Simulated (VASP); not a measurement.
A run of VASP 6.6.1:

INCAR

```
SYSTEM = Pt
PREC = Accurate
ENCUT = 520
EDIFF = 1E-6
ISMEAR = -1
SIGMA = 0.05
LREAL = .False.
LASPH = .True.
NELM = 100
ALGO = Normal
ISIF = 2
LWAVE = .False.
LCHARG = .False.
NBANDS = 11
```

Contents of KPOINTS:

```
regular mesh
0
Gamma
  19 19 19
  0 0 0
```

Contents of POSCAR:

```
Pt
1.0
    0.0000000000      1.9468794980      1.9468794980
    1.9468794980      0.0000000000      1.9468794980
    1.9468794980      1.9468794980      0.0000000000
Pt
1
Direct
    0.0000000000      0.0000000000      0.0000000000
```

Potentials or basis: VASP PAW LDA potentials, release 64 (Pt).

The run is started by

```bash
$ cat potpaw_LDA.64/Pt/POTCAR > POTCAR
$ mpirun -np 1 vasp_std > vasp.out
```

Hardware: 1 thread of AMD EPYC 7R43 64-Core Processor (Zen 3) (shared host).

Task: How long does it take, and how much memory?

Result: Run time: 31 s on 1 thread of AMD EPYC 7R43 64-Core Processor (Zen 3), with other jobs on the host, peak memory 0.1 GiB. Counts: scf iterations 11, k points 220.
